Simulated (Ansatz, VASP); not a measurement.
## SiNi3, level by level in two programs

```
CELL_PARAMETERS angstrom
3.54200 0.00000 0.00000
0.00000 3.54200 0.00000
0.00000 0.00000 3.54200
ATOMIC_POSITIONS crystal
Ni 0.50000 0.50000 0.00000
Ni 0.50000 0.00000 0.50000
Ni 0.00000 0.50000 0.50000
Si 0.00000 0.00000 0.00000
```

Single points on this cell with VASP 6.6.1 and Ansatz 0.2.0. Each row is one pair of runs. Alike in all rows: spin: collinear, typed start; k mesh: 8 × 8 × 8; VASP's potentials, cutoff: VASP PAW PBE potentials, release 64 (Ni, Si), 520 eV.

| level | smearing | Ansatz's potentials, cutoff | gap on the k mesh at the Fermi level (eV), VASP | gap on the k mesh at the Fermi level (eV), Ansatz | pressure (GPa), VASP | pressure (GPa), Ansatz | net moment per atom (μB), VASP | net moment per atom (μB), Ansatz |
| --- | --- | --- | --- | --- | --- | --- | --- | --- |
| r2SCAN | fermi-dirac, width 0.05 eV | Ansatz PAW, 500 eV | none | none | -13.4 | -13.6 | 0.00 | 0.04 |
| PBEsol | fermi-dirac, width 0.05 eV | Ansatz PAW, 420 eV | ? | none | ? | -14.1 | ? | 0.00 |
| PBE | gaussian, width 0.027 eV | Ansatz PAW, 420 eV | none | none | -6.0 | -6.0 | 0.00 | 0.00 |
| PBE | gaussian, width 0.021 eV | Ansatz PAW, 420 eV | none | none | -6.0 | -6.0 | 0.00 | 0.00 |
| PBE | gaussian, width 0.023 eV | Ansatz PAW, 420 eV | none | none | -6.0 | -6.0 | 0.00 | 0.00 |
| PBE | gaussian, width 0.024 eV | Ansatz PAW, 420 eV | none | none | -6.0 | -6.0 | 0.00 | 0.00 |
| PBE | gaussian, width 0.025 eV | Ansatz PAW, 420 eV | none | none | -6.0 | -6.0 | 0.00 | 0.00 |
| PBE | gaussian, width 0.026 eV | Ansatz PAW, 420 eV | none | none | -6.0 | -6.0 | 0.00 | 0.00 |

Question: Fill in what VASP gave in row 2.

Answer: gap on the k mesh at the Fermi level (eV): none; pressure (GPa): -13.9; net moment per atom (μB): 0.00.

VASP's potentials hold 34 valence electrons a cell and Ansatz's 58, so a difference there can come from the potentials and not from the codes.

A gap of «none» marks a metal or a gap that the smearing closes.

Noted on Ansatz's runs: the magnetic or orbital state may not be the lowest.
